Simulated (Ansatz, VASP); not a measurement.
**Two plane-wave programs on GaN**

```
CELL_PARAMETERS angstrom
0.00000 2.23838 2.23838
2.23838 0.00000 2.23838
2.23838 2.23838 0.00000
ATOMIC_POSITIONS crystal
Ga 0.00000 0.00000 0.00000
N 0.25000 0.25000 0.25000
```

Alike in both runs: task single point; functional b88 exchange, pbe correlation; k mesh 10 × 10 × 10; occupations fermi-dirac, width 0.05 eV; no spin polarisation.

```csv
,VASP,Ansatz
version,VASP 6.6.1,Ansatz 0.2.0
potentials or method,"VASP PAW PBE potentials, release 64 (Ga_d, N)",Ansatz PAW
plane-wave cutoff (eV),600,420
valence electrons in the cell,18,18
```

```csv
,VASP,Ansatz,Ansatz less VASP
gap on the k mesh at the Fermi level (eV),1.86,1.84,-0.022
least direct gap on the mesh (eV),1.86,1.84,-0.022
pressure (GPa),8.6,8.7,+0.13
```

VASP's potentials were made for PBE, not for b88 exchange, pbe correlation.
